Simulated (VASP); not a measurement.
# SrAlO (P4/mmm) in VASP: further runs

The runs below take SrAlO through single point, relaxation of cell and atoms, with PBE.

Everything below comes from runs of VASP 6.6.1. Logs are shortened: lines on timing, memory, paths and dates and some standing lists are left out, and cuts for length are marked.

## (1) The cell of the first run

Symmetry: P4/mmm, No. 123, tetragonal system. Conventional cell: a = 3.736 Å, b = 3.736 Å, c = 3.993 Å, α = 90.00°, β = 90.00°, γ = 90.00°. Within 3.5 Å of Sr (site symmetry 4/mmm) lie 4 O at 2.64 Å and 8 Al at 3.31 Å. Within 2.6 Å of Al (site symmetry 4/mmm) lie 2 O at 2.00 Å. Within 2.6 Å of O (site symmetry 4/mmm) lie 2 Al at 2.00 Å.

## (2) Single point, PBE

File INCAR:

```
SYSTEM = SrAlO
ALGO = Normal
EDIFF = 1E-7
ENCUT = 520
GGA = PE
ISIF = 2
ISMEAR = 0
LASPH = .TRUE.
LCHARG = .FALSE.
LREAL = .FALSE.
LWAVE = .FALSE.
NBANDS = 16
NELM = 60
PREC = Accurate
SIGMA = 0.1
```

File KPOINTS:

```
k-points
0
G
  4 4 6
  0 0 0
```

File POSCAR:

```
SrAlO
1.0
    3.7363912199      0.0000000000      0.0000000000
    0.0000000000      3.7363912199      0.0000000000
    0.0000000000      0.0000000000      3.9930328241
Sr Al O
1 1 1
Direct
    0.0000000000      0.0000000000      0.9966563473
    0.5000000000      0.5000000000      0.4966596859
    0.5000000000      0.5000000000     -0.0033315032
```

Potentials or basis: VASP PAW PBE potentials, release 64 (Sr_sv, Al, O).

On the command line:

```console
cat potpaw_PBE.64/Sr_sv/POTCAR potpaw_PBE.64/Al/POTCAR potpaw_PBE.64/O/POTCAR > POTCAR
mpirun -np 1 vasp_std > vasp.out
```

OUTCAR:

```text
SYSTEM = SrAlO
   EDIFF = 1E-7
   ENCUT = 520
   GGA = PE
   ISIF = 2
   ISMEAR = 0
   LASPH = .TRUE.
   LREAL = .FALSE.
   NELM = 60
   PREC = Accurate

 ion  position               nearest neighbor table
   1  0.000  0.000  0.997-   3 2.64   3 2.64   3 2.64   3 2.64   2 3.31   2 3.31   2 3.31   2 3.31
                             2 3.31   2 3.31   2 3.31   2 3.31
   2  0.500  0.500  0.497-   3 2.00   3 2.00   1 3.31   1 3.31   1 3.31   1 3.31   1 3.31   1 3.31
                             1 3.31   1 3.31
   3  0.500  0.500  0.997-   2 2.00   2 2.00   1 2.64   1 2.64   1 2.64   1 2.64

  LATTYP: Found a simple tetragonal cell.
 ALAT       =     3.7363912199
 C/A-ratio  =     1.0686870269

  Lattice vectors:

 A1 = (   3.7363912199,   0.0000000000,   0.0000000000)
 A2 = (   0.0000000000,   3.7363912199,   0.0000000000)
 A3 = (   0.0000000000,   0.0000000000,   3.9930328241)

Analysis of symmetry for initial positions (statically):
=====================================================================
 Subroutine PRICEL returns:
 Original cell was already a primitive cell.

 Routine SETGRP: Setting up the symmetry group for a
 simple tetragonal supercell.

 Subroutine GETGRP returns: Found  8 space group operations
 (whereof  8 operations were pure point group operations)
 out of a pool of 16 trial point group operations.

The static configuration has the point symmetry C_4v.

Analysis of symmetry for dynamics (positions and initial velocities):
=====================================================================
 Subroutine PRICEL returns:
 Original cell was already a primitive cell.

 Routine SETGRP: Setting up the symmetry group for a
 simple tetragonal supercell.

 Subroutine GETGRP returns: Found  8 space group operations
 (whereof  8 operations were pure point group operations)
 out of a pool of 16 trial point group operations.

The dynamic configuration has the point symmetry C_4v.

 Subroutine INISYM returns: Found  8 space group operations
 (whereof  8 operations are pure point group operations),
 and found     1 'primitive' translations

----------------------------------------------------------------------------------------

                                     Primitive cell

  volume of cell :      55.7452

  direct lattice vectors                    reciprocal lattice vectors
     3.736391220  0.000000000  0.000000000     0.267637927  0.000000000  0.000000000
     0.000000000  3.736391220  0.000000000     0.000000000  0.267637927  0.000000000
     0.000000000  0.000000000  3.993032824     0.000000000  0.000000000  0.250436208

  length of vectors
     3.736391220  3.736391220  3.993032824     0.267637927  0.267637927  0.250436208

  position of ions in fractional coordinates (direct lattice)
     0.000000000  0.000000000  0.996656347
     0.500000000  0.500000000  0.496659686
     0.500000000  0.500000000  0.996668497

  ion indices of the primitive-cell ions
   primitive index   ion index
                 1           1
                 2           2
                 3           3

----------------------------------------------------------------------------------------

 KPOINTS: k-points

Automatic generation of k-mesh.
 Grid dimensions read from file:
 generate k-points for:    4    4    6

 Generating k-lattice:

  Cartesian coordinates                     Fractional coordinates (reciprocal lattice)
     0.066909482  0.000000000  0.000000000     0.250000000  0.000000000  0.000000000
     0.000000000  0.066909482  0.000000000     0.000000000  0.250000000  0.000000000
     0.000000000  0.000000000  0.041739368     0.000000000  0.000000000  0.166666667

  Length of vectors
     0.066909482  0.066909482  0.041739368

  Shift w.r.t. Gamma in fractional coordinates (k-lattice)
     0.000000000  0.000000000  0.000000000

 Subroutine IBZKPT returns following result:
 ===========================================

 Found     24 irreducible k-points:

 Following reciprocal coordinates:
            Coordinates               Weight
  0.000000  0.000000  0.000000      1.000000
  0.250000  0.000000  0.000000      4.000000
  0.500000  0.000000  0.000000      2.000000
  0.250000  0.250000  0.000000      4.000000
  0.500000  0.250000  0.000000      4.000000
  0.500000  0.500000  0.000000      1.000000
[... 16 lines left out ...]
  0.500000  0.250000  0.500000      4.000000
  0.500000  0.500000  0.500000      1.000000
   k-points           NKPTS =     24   k-points in BZ     NKDIM =     24   number of bands    NBANDS=     16
   number of dos      NEDOS =    301   number of ions     NIONS =      3
   total plane-waves  NPLWV =  23520
   dimension x,y,z NGX =    28 NGY =   28 NGZ =   30
   dimension x,y,z NGXF=    56 NGYF=   56 NGZF=   60
   ions per type =               1   1   1
   NGX,Y,Z   is equivalent  to a cutoff of  12.46, 12.46, 12.49 a.u.
   NGXF,Y,Z  is equivalent  to a cutoff of  24.92, 24.92, 24.98 a.u.
 SYSTEM =  SrAlO
   PREC   = accura    normal or accurate (medium, high low for compatibility)
   ISTART =      0    job   : 0-new  1-cont  2-samecut
   ICHARG =      2    charge: 1-file 2-atom 10-const
   ISPIN  =      1    spin polarized calculation?
   LNONCOLLINEAR =      F non collinear calculations
   LSORBIT =      F    spin-orbit coupling
   LASPH  =      T    aspherical Exc in radial PAW
   ENCUT  =  520.0 eV  38.22 Ry    6.18 a.u.   6.95  6.95  7.42*2*pi/ulx,y,z
   NELM   =     60;   NELMIN=  2; NELMDL= -5     # of ELM steps
   EDIFF  = 0.1E-06   stopping-criterion for ELM
   LREAL  =      F    real-space projection
   EDIFFG = 0.1E-05   stopping-criterion for IOM
   NSW    =      0    number of steps for IOM
   IBRION =     -1    ionic relax: 0-MD 1-quasi-New 2-CG
   NFREE  =      0    steps in history (QN), initial steepest desc. (CG)
   ISIF   =      2    stress and relaxation
   ISYM   =      2    0-nonsym 1-usesym 2-fastsym
   POTIM  = 0.5000    time-step for ionic-motion
   TEBEG  =    0.0;   TEEND  =   0.0 temperature during run
   PSTRESS=    0.0 pullay stress
   NELECT =      19.0000    total number of electrons
   NUPDOWN=      -1.0000    fix difference up-down
   EMIN   =  10.00;   EMAX   =-10.00  energy-range for DOS
   EFERMI =   0.00;   METHOD = LEGACY
   ISMEAR =     0;   SIGMA  =   0.10  broadening in eV -4-tet -1-fermi 0-gaus
   EFERMI_NEDOS =   21; number of points for ismear=-14 and -15
   IALGO  =     38    algorithm
   IMIX   =      4    mixing-type and parameters
     AMIX     =   0.40;   BMIX     =  1.00
     AMIX_MAG =   1.60;   BMIX_MAG =  1.00
  volume/ion in A,a.u.               =      18.58       125.40
  Fermi-wavevector in a.u.,A,eV,Ry     =   1.143554  2.161005 17.792567  1.307717
  Thomas-Fermi vector in A             =   2.280249
   LORBIT       =      0    0 simple, 1 ext, 2 COOP (PROOUT), +10 PAW based schemes
   GGA     = PE    functional components
   LHFCALC =     F    Hartree Fock is set to
   AEXX    =    0.0000 exact exchange contribution
   IVDW    =     0    specifies the selected vdW correction
   LEPSILON=     F    determine dielectric tensor
   LRPA    =     F    only Hartree local field effects (RPA)
 non-spin polarized calculation
 Gauss-broadening in eV      SIGMA  =   0.10
  energy-cutoff  :      520.00
  volume of cell :       55.75
 maximum number of plane-waves:      1516
 NGX is ok and might be reduce to    28
   NGX = 13   NGY = 13   NGZ = 15

 number of electron      18.9999994 magnetization

 Free energy of the ion-electron system (eV)
  ---------------------------------------------------
  ext. energy  EPLUGINS =         0.00000000
  ---------------------------------------------------
  free energy    TOTEN  =       -15.09586853 eV

  energy without entropy =      -15.08962705  energy(sigma->0) =      -15.09274779

 E-fermi :   4.6419     XC(G=0):  -9.7589

 val. band max:        4.6003044033   @ k =   0.2500   0.2500   0.3333
 cond. band min:       4.6824040085   @ k =   0.5000   0.5000   0.1667
 fundamental gap:      0.0820996053
 Fermi energy:         4.6418509377

 k-point     1 :       0.0000    0.0000    0.0000
  band No.  band energies     occupation
      1     -30.2776      2.00000
      2     -14.3865      2.00000
      3     -12.2715      2.00000
      4     -12.2451      2.00000
      5     -12.2451      2.00000
      6      -1.1612      2.00000
[... 8 lines left out ...]
     15      10.0975      0.00000
     16      10.4122      0.00000

 k-point     2 :       0.2500    0.0000    0.0000
  band No.  band energies     occupation
      1     -30.2596      2.00000
      2     -14.7012      2.00000
      3     -12.2425      2.00000
      4     -12.2013      2.00000
      5     -11.9694      2.00000
      6      -1.2120      2.00000
[... 8 lines left out ...]
     15      10.4477      0.00000
     16      11.4354      0.00000

 k-point     3 :       0.5000    0.0000    0.0000
  band No.  band energies     occupation
      1     -30.2415      2.00000
      2     -14.9652      2.00000
      3     -12.2131      2.00000
      4     -12.1566      2.00000
      5     -11.7389      2.00000
      6      -1.2659      2.00000
[... 8 lines left out ...]
     15      11.7822      0.00000
     16      11.9643      0.00000

 k-point     4 :       0.2500    0.2500    0.0000
  band No.  band energies     occupation
      1     -30.2429      2.00000
      2     -14.6932      2.00000
      3     -12.4509      2.00000
      4     -12.2167      2.00000
      5     -11.9266      2.00000
      6      -1.1830      2.00000
[... 8 lines left out ...]
     15      10.0808      0.00000
     16      10.7413      0.00000

 k-point     5 :       0.5000    0.2500    0.0000
  band No.  band energies     occupation
      1     -30.2261      2.00000
      2     -14.7125      2.00000
      3     -12.4117      2.00000
      4     -12.1907      2.00000
      5     -12.1467      2.00000
      6      -1.1558      2.00000
[... 8 lines left out ...]
     15      11.2832      0.00000
     16      12.0277      0.00000

 k-point     6 :       0.5000    0.5000    0.0000
  band No.  band energies     occupation
      1     -30.2107      2.00000
      2     -14.3579      2.00000
      3     -12.6498      2.00000
      4     -12.6498      2.00000
      5     -12.1680      2.00000
      6      -1.0387      2.00000
[... 8 lines left out ...]
     15      11.3818      0.00000
     16      12.6751      0.00000
[... 267 lines left out ...]
 k-point    21 :       0.5000    0.0000    0.5000
  band No.  band energies     occupation
      1     -30.2285      2.00000
      2     -14.8587      2.00000
      3     -12.4559      2.00000
      4     -12.1352      2.00000
      5     -11.7119      2.00000
      6      -2.8461      2.00000
[... 8 lines left out ...]
     15      11.6606      0.00000
     16      11.6613      0.00000

 k-point    22 :       0.2500    0.2500    0.5000
  band No.  band energies     occupation
      1     -30.2298      2.00000
      2     -14.5880      2.00000
      3     -12.4648      2.00000
      4     -12.4175      2.00000
      5     -11.9015      2.00000
      6      -2.7105      2.00000
[... 8 lines left out ...]
     15      11.4121      0.00000
     16      12.2391      0.00000

 k-point    23 :       0.5000    0.2500    0.5000
  band No.  band energies     occupation
      1     -30.2134      2.00000
      2     -14.6097      2.00000
      3     -12.4221      2.00000
      4     -12.3791      2.00000
      5     -12.1122      2.00000
      6      -2.5671      2.00000
[... 8 lines left out ...]
     15      11.8774      0.00000
     16      12.4922      0.00000

 k-point    24 :       0.5000    0.5000    0.5000
  band No.  band energies     occupation
      1     -30.1983      2.00000
      2     -14.2589      2.00000
      3     -12.6079      2.00000
      4     -12.6079      2.00000
      5     -12.3877      2.00000
      6      -2.2310      2.00000
[... 8 lines left out ...]
     15      12.7916      0.00000
     16      12.9241      0.00000

------------------------ aborting loop because EDIFF is reached ----------------------------------------

  FORCE on cell =-STRESS in cart. coord.  units (eV):
  Direction    XX          YY          ZZ          XY          YZ          ZX
  --------------------------------------------------------------------------------------
  -------------------------------------------------------------------------------------
  Total        0.0958379      0.0958379      0.1503071      0.0000000      0.0000000      0.0000000
  in kB        2.7544852      2.7544852      4.3199871      0.0000000      0.0000000      0.0000000
  external PRESSURE =       3.2763192 kB  Pullay stress =       0.0000000 kB

 VOLUME and BASIS-vectors are now :
 -----------------------------------------------------------------------------
  energy-cutoff  :      520.00
  volume of cell :       55.75
      direct lattice vectors                 reciprocal lattice vectors
     3.736391220  0.000000000  0.000000000     0.267637927  0.000000000  0.000000000
     0.000000000  3.736391220  0.000000000     0.000000000  0.267637927  0.000000000
     0.000000000  0.000000000  3.993032824     0.000000000  0.000000000  0.250436208

 POSITION                                       TOTAL-FORCE (eV/Angst)
 -----------------------------------------------------------------------------------
      0.00000      0.00000      3.97968        -0.000000     -0.000000      0.000172
      1.86820      1.86820      1.98318         0.000000     -0.000000      0.000062
      1.86820      1.86820      3.97973         0.000000      0.000000     -0.000234
 -----------------------------------------------------------------------------------
    total drift:                                0.000000      0.000000     -0.000148

  FREE ENERGIE OF THE ION-ELECTRON SYSTEM (eV)
  ---------------------------------------------------
  free  energy   TOTEN  =       -15.0958685316 eV

  energy  without entropy=      -15.0896270479  energy(sigma->0) =      -15.09274779
```

It took 17 s on 1 thread of Intel Xeon Platinum 8259CL at 2.50GHz (Skylake/Cascade Lake), shared host; peak memory 0.17 GiB.

What came out:

```yaml
Free_energy: -15.0959 eV
Pressure: 0.3 GPa
```

Stress tensor (GPa, compression positive):
```
0.28 0.00 0.00
0.00 0.28 0.00
0.00 0.00 0.43
```

Caveat: the k points lie up to 0.42 Å⁻¹ apart; an odd number of electrons without spin polarisation forces a metal; a magnetic or distorted state may lie lower.

## (3) Single point, PBE

File INCAR:

```
PREC = Accurate
ENCUT = 520
EDIFF = 1E-6
ISMEAR = 0
SIGMA = 0.1
LREAL = False
LASPH = True
NELM = 60
ALGO = Normal
ISIF = 2
LWAVE = False
LCHARG = False
GGA = PE
NBANDS = 16
```

File KPOINTS:

```
regular mesh
0
Gamma
  6 6 4
```

File POSCAR:

```
SrAlO
1.0
    3.7363912199      0.0000000000      0.0000000000
    0.0000000000      3.7363912199      0.0000000000
    0.0000000000      0.0000000000      3.9930328241
Sr Al O
1 1 1
Direct
    0.0000000000      0.0000000000      0.0000000000
    0.5000000000      0.5000000000      0.5000000000
    0.5000000000      0.5000000000      0.0000000000
```

Potentials or basis: VASP PAW PBE potentials, release 64 (Sr_sv, Al, O).

On the command line:

```console
cat potpaw_PBE.64/Sr_sv/POTCAR potpaw_PBE.64/Al/POTCAR potpaw_PBE.64/O/POTCAR > POTCAR
mpirun -np 1 vasp_std > vasp.out
```

Wall time 18 s (1 thread of Intel Xeon Platinum 8259CL at 2.50GHz (Skylake/Cascade Lake), shared host); peak memory 0.17 GiB.

The run converged. Its results:

```yaml
Free_energy: -15.0280 eV
Pressure: 0.3 GPa
```

Stress tensor (GPa, compression positive):
```
0.38 0.00 0.00
0.00 0.38 0.00
0.00 0.00 0.13
```

Levels at points of the mesh, in eV from the Fermi level:
```
           k point  band 6  band 7  band 8  band 9  band 10  band 11  band 12  band 13
(0.00, 0.00, 0.00)   -5.84   -4.83   -3.88   -3.88     0.95     3.67     4.85     4.85
(0.50, 0.00, 0.00)   -5.94   -5.62   -4.66   -2.44    -1.12     4.29     4.41     5.53
(0.50, 0.50, 0.00)   -5.71   -4.30   -4.30   -0.60     0.84     1.08     1.08     3.05
(0.00, 0.00, 0.50)   -7.53   -3.75   -3.75   -1.02     1.95     1.95     1.98     2.24
(0.50, 0.00, 0.50)   -7.52   -5.08   -4.52   -0.92    -0.41     3.98     4.53     4.60
(0.50, 0.50, 0.50)   -6.91   -3.96   -3.96   -1.67    -1.67     2.58     4.03     4.87
```

Caveat: the k points lie up to 0.39 Å⁻¹ apart; an odd number of electrons without spin polarisation forces a metal; a magnetic or distorted state may lie lower.

## (4) Relaxation of cell and atoms, PBE

File INCAR:

```
  PREC = Accurate
  ENCUT = 600
  EDIFF = 1E-7
  ISMEAR = 0
  SIGMA = 0.1
  LREAL = False
  LASPH = True
  NELM = 100
  ALGO = Normal
  ISIF = 3
  LWAVE = False
  LCHARG = False
  GGA = PE
  IBRION = 2
  NSW = 90
  EDIFFG = -0.04
```

KPOINTS is that of step 3.

POSCAR is that of step 3.

On the command line:

```console
cat potpaw_PBE.64/Sr_sv/POTCAR potpaw_PBE.64/Al/POTCAR potpaw_PBE.64/O/POTCAR > POTCAR
mpirun -np 1 vasp_std > vasp.out
```

Wall time 21 s (1 thread of Intel Xeon Platinum 8259CL at 2.50GHz (Skylake/Cascade Lake), shared host); peak memory 0.19 GiB.

Results (log left out):

```yaml
Free_energy: -15.0301 eV
Pressure_after_relaxing: 0.2 GPa
```

Stress tensor (GPa, compression positive):
```
0.32 0.00 0.00
0.00 0.32 0.00
0.00 0.00 0.05
```

Final structure:
```xyz
3
Lattice="3.7364 0.0000 0.0000 0.0000 3.7364 0.0000 0.0000 0.0000 3.9930" Properties=species:S:1:pos:R:3 pbc="T T T"
Sr    0.0000    0.0000    0.0000
Al    1.8682    1.8682    1.9965
O     1.8682    1.8682    0.0000
```

Levels at points of the mesh, in eV from the Fermi level:
```csv
k point,band 7,band 8,band 9,band 10,band 11,band 12
"(0.00, 0.00, 0.00)",-4.83,-3.88,-3.88,0.95,3.67,4.85
"(0.50, 0.00, 0.00)",-5.62,-4.66,-2.44,-1.12,4.29,4.41
"(0.50, 0.50, 0.00)",-4.30,-4.30,-0.60,0.84,1.08,1.08
"(0.00, 0.00, 0.50)",-3.75,-3.75,-1.02,1.95,1.95,1.98
"(0.50, 0.00, 0.50)",-5.08,-4.52,-0.92,-0.41,3.98,4.53
"(0.50, 0.50, 0.50)",-3.96,-3.96,-1.67,-1.67,2.58,4.03
```

Caveat: the k points lie up to 0.39 Å⁻¹ apart in the final cell; the relaxation stopped at its first step, so nothing moved; an odd number of electrons without spin polarisation forces a metal; a magnetic or distorted state may lie lower.

## (5) Summary

| task | cell | k mesh | cutoff (eV) | gap on the mesh (eV) | pressure (GPa) |
| --- | --- | --- | --- | --- | --- |
| single point | a = 3.736, b = 3.736, c = 3.993 Å, 3 atoms | 4 × 4 × 6 | 520 | none | 0.3 |
| single point | a = 3.736, b = 3.736, c = 3.993 Å, 3 atoms | 6 × 6 × 4 | 520 | none | 0.3 |
| relaxation of cell and atoms | relaxed from a = 3.736, b = 3.736, c = 3.993 Å, 3 atoms | 6 × 6 × 4 | 600 | none | 0.2 |

Alike in all rows: level PBE; potentials or basis VASP PAW PBE potentials, release 64 (Sr_sv, Al, O); no spin polarisation; smearing gaussian 0.1 eV.

Caveats: all runs use coarse meshes; an odd number of electrons without spin polarisation forces a metal; a magnetic or distorted state may lie lower; the relaxation stopped at its first step, so nothing moved (some runs).

Absolute energies hang on the potentials; compare differences alone.
